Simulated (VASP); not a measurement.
Runs of VASP 6.6.1 on Pb. The structure is that of space group Fm-3m (No. 225), or close to it. The cells are those of the table. 

| cell | gap on the mesh (eV) | pressure (GPa) |
| --- | --- | --- |
| a = 3.667 Å, angles 60.0°, 1 atom | none | -5.1 |
| a = 3.537, b = 3.537, c = 3.493 Å, angles 60.4, 60.4, 59.2°, 1 atom | none | (a) |
| a = 3.407, b = 3.407, c = 3.318 Å, angles 60.9, 60.9, 58.3°, 1 atom | none | 5.9 |
| a = 3.624, b = 3.624, c = 3.580 Å, angles 60.4, 60.4, 59.2°, 1 atom | none | -3.9 |
| a = 3.580 Å, angles 60.0°, 1 atom | none | -3.2 |
| a = 3.581, b = 3.581, c = 3.493 Å, angles 60.8, 60.8, 58.4°, 1 atom | none | -2.3 |
| a = 3.406 Å, angles 60.0°, 1 atom | none | (b) |
| a = 3.494, b = 3.494, c = 3.406 Å, angles 60.8, 60.8, 58.3°, 1 atom | none | 1.0 |

Alike in all rows: task single point; level PBEsol; potentials or basis VASP PAW PBE potentials, release 64 (Pb_d); no spin polarisation; k mesh 16 × 16 × 16; cutoff (eV) 520; smearing gaussian 0.15 eV.

Q: Fill in the values left out.

A: (a) -1.4; (b) 4.1.

Caveats: the PAW data sets were made with another functional, which shifts forces and pressure a little; spin-orbit coupling is left out, which moves the levels of the heavy elements.

A k mesh can miss the band edges, and the runs leave out spin-orbit coupling on Pb.

A gap of «none» marks levels without a gap at the run's occupations.
